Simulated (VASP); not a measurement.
A run of VASP 6.6.1 is set up as follows.

INCAR

```
SYSTEM = GaP
PREC = Accurate
ENCUT = 520
EDIFF = 1E-6
ISMEAR = 0
SIGMA = 0.05
LREAL = .False.
LASPH = .True.
NELM = 60
ALGO = Normal
ISIF = 2
LWAVE = .False.
LCHARG = .True.
GGA = PE
LELF = .True.
LVHAR = .True.
NBANDS = 16
```

File KPOINTS:

```
Automatic mesh
0
Gamma
  10 10 10
  0 0 0
```

File POSCAR:

```
GaP
1.0
    0.0000000000      2.8267504500      2.7521667315
    2.7521667315      0.0000000000      2.7521667315
    2.7521667315      2.8267504500      0.0000000000
Ga P
1 1
Direct
    0.0000000000      0.0000000000      0.0000000000
    0.7500000000      0.7500000000      0.7500000000
```

Potentials or basis: VASP PAW PBE potentials, release 64 (Ga_d, P).

Command:

```sh
$ cat potpaw_PBE.64/Ga_d/POTCAR potpaw_PBE.64/P/POTCAR > POTCAR
$ mpirun -np 1 vasp_std > vasp.out
```

Task: What does it give for the band gap on the k mesh?

Result: 1.31 eV.

Task: Estimate the pressure.

Result: -1.9 GPa.

Stress tensor (GPa, compression positive):
```
-1.25  0.00  0.00
 0.00 -3.28  0.00
 0.00  0.00 -1.25
```

A k mesh can miss the band edges. Expect the measured gap to be larger: semilocal functionals such as PBE lack the derivative discontinuity.
